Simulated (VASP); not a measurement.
# SnSe (Fm-3m) in VASP: a series of runs

The runs below take SnSe through single point, with PBE, HSE06.

Everything below comes from runs of VASP 6.6.1. Logs are shortened: lines on timing, memory, paths and dates and some standing lists are left out, and cuts for length are marked.

## Step 1: The cell of the first run

It takes space group Fm-3m (No. 225, cubic). The conventional cell has a = 6.064 Å, b = 6.064 Å, c = 6.064 Å, α = 90.00°, β = 90.00°, γ = 90.00°. Within 4.0 Å of Sn (site symmetry m-3m) lie 6 Se at 3.03 Å. Se (site symmetry m-3m) has 6 Sn at 3.03 Å within 4.0 Å.

## Step 2: Single point, PBE (strain +1.0%)

INCAR reads:

```
PREC = Accurate ; ENCUT = 500
EDIFF = 1E-6 ; ISMEAR = -1
SIGMA = 0.02 ; LREAL = F
LASPH = T ; NELM = 120
ALGO = Normal ; ISIF = 2
LWAVE = F ; LCHARG = T
GGA = PE ; LELF = T
LVHAR = T ; NBANDS = 17
GGA_COMPAT = F
```

KPOINTS reads:

```
regular mesh
0
Gamma
  8 8 8
```

POSCAR reads:

```
SnSe
1.0
    0.0000000000      3.0321342853      3.0321342853
    3.0321342853      0.0000000000      3.0321342853
    3.0321342853      3.0321342853      0.0000000000
Sn Se
1 1
Direct
    0.0000000000      0.0000000000      0.0000000000
    0.5000000000      0.5000000000      0.5000000000
```

Potentials or basis: VASP PAW PBE potentials, release 64 (Sn_d, Se).

Command:

```sh
$ cat potpaw_PBE.64/Sn_d/POTCAR potpaw_PBE.64/Se/POTCAR > POTCAR
$ mpirun -np 1 vasp_std > vasp.out
```

OUTCAR:

```text
PREC = Accurate
   ENCUT = 500
   EDIFF = 1E-6
   ISMEAR = -1
   LREAL = F
   LASPH = T
   NELM = 120
   ISIF = 2
   GGA = PE

 ion  position               nearest neighbor table
   1  0.000  0.000  0.000-   2 3.03   2 3.03   2 3.03   2 3.03   2 3.03   2 3.03
   2  0.500  0.500  0.500-   1 3.03   1 3.03   1 3.03   1 3.03   1 3.03   1 3.03

  LATTYP: Found a face centered cubic cell.
 ALAT       =     6.0642685706

  Lattice vectors:

 A1 = (   0.0000000000,   3.0321342853,   3.0321342853)
 A2 = (   3.0321342853,   0.0000000000,   3.0321342853)
 A3 = (   3.0321342853,   3.0321342853,   0.0000000000)

Analysis of symmetry for initial positions (statically):
=====================================================================
 Subroutine PRICEL returns:
 Original cell was already a primitive cell.

 Routine SETGRP: Setting up the symmetry group for a
 face centered cubic supercell.

 Subroutine GETGRP returns: Found 48 space group operations
 (whereof 48 operations were pure point group operations)
 out of a pool of 48 trial point group operations.

The static configuration has the point symmetry O_h .

Analysis of symmetry for dynamics (positions and initial velocities):
=====================================================================
 Subroutine PRICEL returns:
 Original cell was already a primitive cell.

 Routine SETGRP: Setting up the symmetry group for a
 face centered cubic supercell.

 Subroutine GETGRP returns: Found 48 space group operations
 (whereof 48 operations were pure point group operations)
 out of a pool of 48 trial point group operations.

The dynamic configuration has the point symmetry O_h .

 Subroutine INISYM returns: Found 48 space group operations
 (whereof 48 operations are pure point group operations),
 and found     1 'primitive' translations

----------------------------------------------------------------------------------------

                                     Primitive cell

  volume of cell :      55.7539

  direct lattice vectors                    reciprocal lattice vectors
     0.000000000  3.032134285  3.032134285    -0.164900348  0.164900348  0.164900348
     3.032134285  0.000000000  3.032134285     0.164900348 -0.164900348  0.164900348
     3.032134285  3.032134285  0.000000000     0.164900348  0.164900348 -0.164900348

  length of vectors
     4.288085429  4.288085429  4.288085429     0.285615782  0.285615782  0.285615782

  position of ions in fractional coordinates (direct lattice)
     0.000000000  0.000000000  0.000000000
     0.500000000  0.500000000  0.500000000

  ion indices of the primitive-cell ions
   primitive index   ion index
                 1           1
                 2           2

----------------------------------------------------------------------------------------

 KPOINTS: regular mesh

Automatic generation of k-mesh.
 Grid dimensions read from file:
 generate k-points for:    8    8    8

 Generating k-lattice:

  Cartesian coordinates                     Fractional coordinates (reciprocal lattice)
    -0.020612544  0.020612544  0.020612544     0.125000000  0.000000000  0.000000000
     0.020612544 -0.020612544  0.020612544     0.000000000  0.125000000  0.000000000
     0.020612544  0.020612544 -0.020612544     0.000000000  0.000000000  0.125000000

  Length of vectors
     0.035701973  0.035701973  0.035701973

  Shift w.r.t. Gamma in fractional coordinates (k-lattice)
     0.000000000  0.000000000  0.000000000

 Subroutine IBZKPT returns following result:
 ===========================================

 Found     29 irreducible k-points:

 Following reciprocal coordinates:
            Coordinates               Weight
  0.000000  0.000000  0.000000      1.000000
  0.125000  0.000000  0.000000      8.000000
  0.250000  0.000000  0.000000      8.000000
  0.375000  0.000000  0.000000      8.000000
  0.500000  0.000000  0.000000      4.000000
  0.125000  0.125000  0.000000      6.000000
[... 16 lines left out ...]
  0.500000  0.250000  0.125000     48.000000
 -0.375000  0.250000  0.125000     24.000000
 [... further k-points ...]
   k-points           NKPTS =     29   k-points in BZ     NKDIM =     29   number of bands    NBANDS=     17
   number of dos      NEDOS =    301   number of ions     NIONS =      2
   total plane-waves  NPLWV =  32768
   dimension x,y,z NGX =    32 NGY =   32 NGZ =   32
   dimension x,y,z NGXF=    64 NGYF=   64 NGZF=   64
   ions per type =               1   1
   NGX,Y,Z   is equivalent  to a cutoff of  12.41, 12.41, 12.41 a.u.
   NGXF,Y,Z  is equivalent  to a cutoff of  24.81, 24.81, 24.81 a.u.
 SYSTEM =  unknown system
   PREC   = accura    normal or accurate (medium, high low for compatibility)
   ISTART =      0    job   : 0-new  1-cont  2-samecut
   ICHARG =      2    charge: 1-file 2-atom 10-const
   ISPIN  =      1    spin polarized calculation?
   LNONCOLLINEAR =      F non collinear calculations
   LSORBIT =      F    spin-orbit coupling
   LASPH  =      T    aspherical Exc in radial PAW
   ENCUT  =  500.0 eV  36.75 Ry    6.06 a.u.   7.82  7.82  7.82*2*pi/ulx,y,z
   NELM   =    120;   NELMIN=  2; NELMDL= -5     # of ELM steps
   EDIFF  = 0.1E-05   stopping-criterion for ELM
   LREAL  =      F    real-space projection
   EDIFFG = 0.1E-04   stopping-criterion for IOM
   NSW    =      0    number of steps for IOM
   IBRION =     -1    ionic relax: 0-MD 1-quasi-New 2-CG
   NFREE  =      0    steps in history (QN), initial steepest desc. (CG)
   ISIF   =      2    stress and relaxation
   ISYM   =      2    0-nonsym 1-usesym 2-fastsym
   POTIM  = 0.5000    time-step for ionic-motion
   TEBEG  =    0.0;   TEEND  =   0.0 temperature during run
   PSTRESS=    0.0 pullay stress
   NELECT =      20.0000    total number of electrons
   NUPDOWN=      -1.0000    fix difference up-down
   EMIN   =  10.00;   EMAX   =-10.00  energy-range for DOS
   EFERMI =   0.00;   METHOD = LEGACY
   ISMEAR =    -1;   SIGMA  =   0.02  broadening in eV -4-tet -1-fermi 0-gaus
   EFERMI_NEDOS =   21; number of points for ismear=-14 and -15
   IALGO  =     38    algorithm
   IMIX   =      4    mixing-type and parameters
     AMIX     =   0.40;   BMIX     =  1.00
     AMIX_MAG =   1.60;   BMIX_MAG =  1.00
  volume/ion in A,a.u.               =      27.88       188.12
  Fermi-wavevector in a.u.,A,eV,Ry     =   1.163214  2.198156 18.409601  1.353068
  Thomas-Fermi vector in A             =   2.299767
   LORBIT       =      0    0 simple, 1 ext, 2 COOP (PROOUT), +10 PAW based schemes
   GGA     = PE    functional components
   LHFCALC =     F    Hartree Fock is set to
   AEXX    =    0.0000 exact exchange contribution
   IVDW    =     0    specifies the selected vdW correction
   LEPSILON=     F    determine dielectric tensor
   LRPA    =     F    only Hartree local field effects (RPA)
 non-spin polarized calculation
  energy-cutoff  :      500.00
  volume of cell :       55.75
 maximum number of plane-waves:      1428
   NGX = 15   NGY = 15   NGZ = 15

 number of electron      19.9999999 magnetization

 Free energy of the ion-electron system (eV)
  ---------------------------------------------------
  ext. energy  EPLUGINS =         0.00000000
  ---------------------------------------------------
  free energy    TOTEN  =        -8.22191391 eV

  energy without entropy =       -8.22191387  energy(sigma->0) =       -8.22191389

 E-fermi :   5.6018     XC(G=0):  -9.4997

 val. band max:        5.3580111133   @ k =   0.5000   0.0000   0.0000
 cond. band min:       5.8456414923   @ k =   0.5000   0.0000   0.0000
 fundamental gap:      0.4876303791
 Fermi energy:         5.6018090926

 k-point     1 :       0.0000    0.0000    0.0000
  band No.  band energies     occupation
      1     -16.2667      2.00000
      2     -16.2667      2.00000
      3     -16.2667      2.00000
      4     -16.2636      2.00000
      5     -16.2636      2.00000
      6      -8.3738      2.00000
[... 9 lines left out ...]
     16      11.2389      0.00000
     17      13.4772      0.00000

 k-point     2 :       0.1250    0.0000    0.0000
  band No.  band energies     occupation
      1     -16.2663      2.00000
      2     -16.2661      2.00000
      3     -16.2661      2.00000
      4     -16.2636      2.00000
      5     -16.2636      2.00000
      6      -8.2693      2.00000
[... 9 lines left out ...]
     16      11.5992      0.00000
     17      14.4680      0.00000

 k-point     3 :       0.2500    0.0000    0.0000
  band No.  band energies     occupation
      1     -16.2679      2.00000
      2     -16.2679      2.00000
      3     -16.2655      2.00000
      4     -16.2601      2.00000
      5     -16.2601      2.00000
      6      -7.9890      2.00000
[... 9 lines left out ...]
     16      12.5426      0.00000
     17      16.5669      0.00000

 k-point     4 :       0.3750    0.0000    0.0000
  band No.  band energies     occupation
      1     -16.2704      2.00000
      2     -16.2704      2.00000
      3     -16.2647      2.00000
      4     -16.2560      2.00000
      5     -16.2560      2.00000
      6      -7.6530      2.00000
[... 9 lines left out ...]
     16      13.9947      0.00000
     17      16.6403      0.00000

 k-point     5 :       0.5000    0.0000    0.0000
  band No.  band energies     occupation
      1     -16.2714      2.00000
      2     -16.2714      2.00000
      3     -16.2643      2.00000
      4     -16.2543      2.00000
      5     -16.2543      2.00000
      6      -7.4896      2.00000
[... 9 lines left out ...]
     16      15.5241      0.00000
     17      15.5241      0.00000

 k-point     6 :       0.1250    0.1250    0.0000
  band No.  band energies     occupation
      1     -16.2675      2.00000
      2     -16.2662      2.00000
      3     -16.2644      2.00000
      4     -16.2644      2.00000
      5     -16.2626      2.00000
      6      -8.2345      2.00000
[... 9 lines left out ...]
     16      12.2393      0.00000
     17      13.6763      0.00000
[... 281 lines left out ...]
 k-point    21 :       0.5000    0.5000    0.0000
  band No.  band energies     occupation
      1     -16.2885      2.00000
      2     -16.2725      2.00000
      3     -16.2568      2.00000
      4     -16.2508      2.00000
      5     -16.2508      2.00000
      6      -7.2332      2.00000
[... 9 lines left out ...]
     16      16.7716      0.00000
     17      17.9023      0.00000

 k-point    22 :       0.3750    0.2500    0.1250
  band No.  band energies     occupation
      1     -16.2725      2.00000
      2     -16.2671      2.00000
      3     -16.2645      2.00000
      4     -16.2590      2.00000
      5     -16.2567      2.00000
      6      -7.7676      2.00000
[... 9 lines left out ...]
     16      14.7037      0.00000
     17      14.8757      0.00000

 k-point    23 :       0.5000    0.2500    0.1250
  band No.  band energies     occupation
      1     -16.2748      2.00000
      2     -16.2662      2.00000
      3     -16.2643      2.00000
      4     -16.2573      2.00000
      5     -16.2550      2.00000
      6      -7.4850      2.00000
[... 9 lines left out ...]
     16      14.9730      0.00000
     17      16.3272      0.00000

 k-point    24 :      -0.3750    0.2500    0.1250
  band No.  band energies     occupation
      1     -16.2756      2.00000
      2     -16.2670      2.00000
      3     -16.2618      2.00000
      4     -16.2584      2.00000
      5     -16.2538      2.00000
      6      -7.3531      2.00000
[... 9 lines left out ...]
     16      16.0722      0.00000
     17      16.1745      0.00000

 [... further k-points ...]
[... 5 lines left out ...]
  --------------------------------------------------------------------------------------
  -------------------------------------------------------------------------------------
  Total       -0.0692058     -0.0692058     -0.0692058      0.0000000     -0.0000000      0.0000000
  in kB       -1.9887390     -1.9887390     -1.9887390      0.0000000     -0.0000000      0.0000000
  external PRESSURE =      -1.9887390 kB  Pullay stress =       0.0000000 kB

 VOLUME and BASIS-vectors are now :
 -----------------------------------------------------------------------------
  energy-cutoff  :      500.00
  volume of cell :       55.75
      direct lattice vectors                 reciprocal lattice vectors
     0.000000000  3.032134285  3.032134285    -0.164900348  0.164900348  0.164900348
     3.032134285  0.000000000  3.032134285     0.164900348 -0.164900348  0.164900348
     3.032134285  3.032134285  0.000000000     0.164900348  0.164900348 -0.164900348

 POSITION                                       TOTAL-FORCE (eV/Angst)
 -----------------------------------------------------------------------------------
      0.00000      0.00000      0.00000        -0.000000     -0.000000     -0.000000
      3.03213      3.03213      3.03213         0.000000      0.000000      0.000000
 -----------------------------------------------------------------------------------
    total drift:                                0.000000     -0.000000     -0.000000

  FREE ENERGIE OF THE ION-ELECTRON SYSTEM (eV)
  ---------------------------------------------------
  free  energy   TOTEN  =        -8.2219139091 eV

  energy  without entropy=       -8.2219138671  energy(sigma->0) =       -8.22191389
```

It took 44 s on 1 thread of Intel Xeon 8259CL, shared host; peak memory 0.18 GiB.

Results:

```
Free energy            : -8.2219 eV
Pressure               : -0.2 GPa
Band gap on the k mesh : 0.49 eV
```

Caveat: the cell differs from its parent crystal (strain +1.0%); spin-orbit coupling is left out, which moves the levels of the heavy elements. A k mesh can miss the band edges.

## Step 3: Single point, PBE (strain +2.0%)

INCAR reads:

```
PREC = Accurate ; ENCUT = 500
EDIFF = 1E-6 ; ISMEAR = -1
SIGMA = 0.02 ; LREAL = False
LASPH = True ; NELM = 120
ALGO = Normal ; ISIF = 2
LWAVE = False ; LCHARG = False
GGA = PE ; NBANDS = 17
GGA_COMPAT = False
```

KPOINTS reads:

```
Automatic mesh
0
Gamma
  8 8 8
```

POSCAR reads:

```
SnSe
1.0
    0.0000000000      3.0621554168      3.0621554168
    3.0621554168      0.0000000000      3.0621554168
    3.0621554168      3.0621554168      0.0000000000
Sn Se
1 1
Direct
    0.0000000000      0.0000000000      0.0000000000
    0.5000000000      0.5000000000      0.5000000000
```

Potentials or basis: VASP PAW PBE potentials, release 64 (Sn_d, Se).

Command:

```sh
$ cat potpaw_PBE.64/Sn_d/POTCAR potpaw_PBE.64/Se/POTCAR > POTCAR
$ mpirun -np 1 vasp_std > vasp.out
```

It took 37 s on 1 thread of Intel Xeon 8259CL, shared host; peak memory 0.19 GiB.

The run converged. Its results:

```
Free energy            : -8.2132 eV
Pressure               : -1.5 GPa
Band gap on the k mesh : 0.37 eV
```

Levels at points of the mesh, in eV from the valence-band top:
| k point | band 7 | band 8 | band 9 | band 10 | band 11 | band 12 | band 13 | band 14 |
| --- | --- | --- | --- | --- | --- | --- | --- | --- |
| (0.00, 0.00, 0.00) | -5.26 | -2.08 | -2.08 | -2.08 | 4.09 | 4.09 | 4.09 | 5.90 |
| (0.50, 0.00, 0.00) | -7.83 | -1.84 | -1.84 | 0.00 | 0.37 | 1.25 | 1.25 | 8.08 |
| (0.50, 0.50, 0.00) | -6.03 | -5.15 | -3.43 | -3.43 | 3.17 | 5.03 | 5.03 | 5.61 |

Caveat: the cell differs from its parent crystal (strain +2.0%); spin-orbit coupling is left out, which moves the levels of the heavy elements. A k mesh can miss the band edges.

## Step 4: Single point, PBE (strain +3.0%)

INCAR reads:

```
SYSTEM = SnSe
PREC = Accurate
ENCUT = 500
EDIFF = 1E-6
ISMEAR = -1
SIGMA = 0.02
LREAL = .False.
LASPH = .True.
NELM = 120
ALGO = Normal
ISIF = 2
LWAVE = .False.
LCHARG = .False.
GGA = PE
NBANDS = 17
GGA_COMPAT = .False.
```

KPOINTS reads:

```
regular mesh
0
Gamma
  8 8 8
  0 0 0
```

POSCAR reads:

```
SnSe
1.0
    0.0000000000      3.0921765484      3.0921765484
    3.0921765484      0.0000000000      3.0921765484
    3.0921765484      3.0921765484      0.0000000000
Sn Se
1 1
Direct
    0.0000000000      0.0000000000      0.0000000000
    0.5000000000      0.5000000000      0.5000000000
```

Command:

```sh
$ cat potpaw_PBE.64/Sn_d/POTCAR potpaw_PBE.64/Se/POTCAR > POTCAR
$ mpirun -np 1 vasp_std > vasp.out
```

Wall time 33 s (1 thread of Intel Xeon 8259CL, shared host); peak memory 0.18 GiB.

Results (log left out):

| Quantity | Value |
| --- | --- |
| Free energy | -8.1910 eV |
| Pressure | -2.7 GPa |
| Band gap on the k mesh | 0.25 eV |

Levels at points of the mesh, in eV from the valence-band top:
| k point | band 7 | band 8 | band 9 | band 10 | band 11 | band 12 | band 13 | band 14 |
| --- | --- | --- | --- | --- | --- | --- | --- | --- |
| (0.00, 0.00, 0.00) | -5.36 | -2.01 | -2.01 | -2.01 | 3.97 | 3.97 | 3.97 | 5.91 |
| (0.50, 0.00, 0.00) | -7.72 | -1.78 | -1.78 | 0.00 | 0.25 | 1.24 | 1.24 | 7.99 |
| (0.50, 0.50, 0.00) | -6.05 | -4.97 | -3.31 | -3.31 | 3.24 | 4.86 | 4.86 | 5.42 |

Caveat: the cell differs from its parent crystal (strain +3.0%); spin-orbit coupling is left out, which moves the levels of the heavy elements. A k mesh can miss the band edges.

(Part 1 of 2 ends here.)
